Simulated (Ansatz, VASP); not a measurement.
# SiC3: VASP beside Ansatz

```
Si C
1.0
     5.60997    0.00000    0.00000
     0.00000    5.60997    0.00000
     0.00000    0.00000    3.05623
Si C
1 3
Cartesian
  0.0000 0.0000 0.0000
  2.8050 2.8050 0.6523
  0.0000 0.0000 1.5281
  2.8050 2.8050 2.4039
```

Alike in both runs: functional PBE; k mesh 14 × 14 × 14; occupations gaussian, width 0.1 eV; no spin polarisation.

Ansatz relaxed the structure, and its values are those at the end. VASP's run is a single point on that final structure, the one shown.

|  | VASP | Ansatz |
| --- | --- | --- |
| version | VASP 6.6.1 | Ansatz 0.2.0 |
| potentials or method | VASP PAW PBE potentials, release 64 (Si, C), cutoff 520 eV | scalar-relativistic, plane waves, PAW |
| valence electrons in the cell | 16 | 16 |

```csv
,VASP,Ansatz,Ansatz less VASP
gap on the k mesh at the Fermi level (eV),1.15,1.14,-0.007
least direct gap on the mesh (eV),1.54,1.53,-0.002
pressure (GPa),0.0,0.0,+0.01
rms of the force components (eV/Å),0.027,0.002,-0.0249
```
